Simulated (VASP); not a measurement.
Wanted: the native input for a VASP 6.6.1 run.

```yaml
Task: relaxation of the atoms
Functional: LDA
Potentials_or_basis: VASP PAW LDA potentials, release 64 (C)
Cutoff: 520 eV
k_mesh: 9 × 9 × 6
Occupations: gaussian, width 0.02 eV
Spin: no spin polarisation
Dipole_correction: no
Further_INCAR_settings: ALGO = Normal; EDIFF = 1e-07; IBRION = 2; EDIFFG = -0.002; NSW = 60
```

The structure of C lies in POSCAR:

```
C
1.0
    2.4737245029      0.0000000000      0.0000000000
   -1.2368622514      2.1423082614      0.0000000000
    0.0000000000      0.0000000000      4.1979202822
C
4
Direct
    0.3333333333      0.6666666667     -0.0001691602
    0.6666666667      0.3333333333      0.4998308398
    0.3333333333      0.6666666667      0.3741691602
    0.6666666667      0.3333333333      0.8741691602
```

This cell differs from its parent crystal: strained cell.

These files were run (other wordings do the same):

INCAR

```
  ALGO = Normal
  EDIFF = 1E-7
  EDIFFG = -0.002
  ENCUT = 520
  GGA = CA
  IBRION = 2
  ISIF = 2
  ISMEAR = 0
  LASPH = True
  LCHARG = False
  LREAL = False
  LWAVE = False
  NELM = 80
  NSW = 60
  PREC = Accurate
  SIGMA = 0.02
```

KPOINTS

```
k-points
0
Gamma
  9 9 6
```

Potentials or basis: VASP PAW LDA potentials, release 64 (C).

Launch:

```console
$ cat potpaw_LDA.64/C/POTCAR > POTCAR
$ mpirun -np 1 vasp_std > vasp.out
```

Results of the run:

The energy gained by relaxing is 0.0 meV/atom, the ionic steps are 3 and the pressure after relaxing is -1.6 GPa. The band gap on the k mesh is 3.01 eV, indirect (least direct gap 4.82 eV).

Caveat: the cell differs from its parent crystal (strained cell).

It took 6.8 s on 1 thread of Intel(R) Xeon(R) 6975P-C (Granite Rapids), with other jobs on the host, peak memory 0.12 GiB.
